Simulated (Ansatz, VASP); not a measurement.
# One calculation of SnTe5, two programs

```
Sn Te
1.0
     3.62248    2.09144    4.28129
    -3.62248    2.09144    4.28129
     0.00000   -4.18288    4.28129
Sn Te
1 5
Direct
  0.50000 0.50000 0.50000
  0.34699 0.00000 0.65301
  0.82614 0.82614 0.82614
  0.00000 0.65301 0.34699
  0.65301 0.34699 0.00000
  0.17386 0.17386 0.17386
```

Change from the starting cell: species swapped into the Mg5Zn type (R32, No. 155).

Alike in both runs: functional PBE; k mesh 6 × 6 × 6; occupations gaussian, width 0.1 eV; no spin polarisation.

Ansatz relaxed the structure, and its values are those at the end. VASP's run is a single point on that final structure, the one shown.

```csv
,VASP,Ansatz
version,VASP 6.6.1,Ansatz 0.2.0
potentials or method,"VASP PAW PBE potentials, release 64 (Sn_d, Te), cutoff 520 eV","scalar-relativistic, plane waves, PAW"
valence electrons in the cell,44,94
```

|  | VASP | Ansatz | Ansatz less VASP |
| --- | --- | --- | --- |
| gap on the k mesh at the Fermi level (eV) | none | none | - |
| pressure (GPa) | -0.1 | 0.0 | +0.04 |

A gap of «none» marks a metal or a gap that the smearing closes. VASP's potentials hold 44 valence electrons a cell and Ansatz's 94, so a difference there can come from the potentials and not from the codes.

Neither program's run includes spin-orbit coupling.
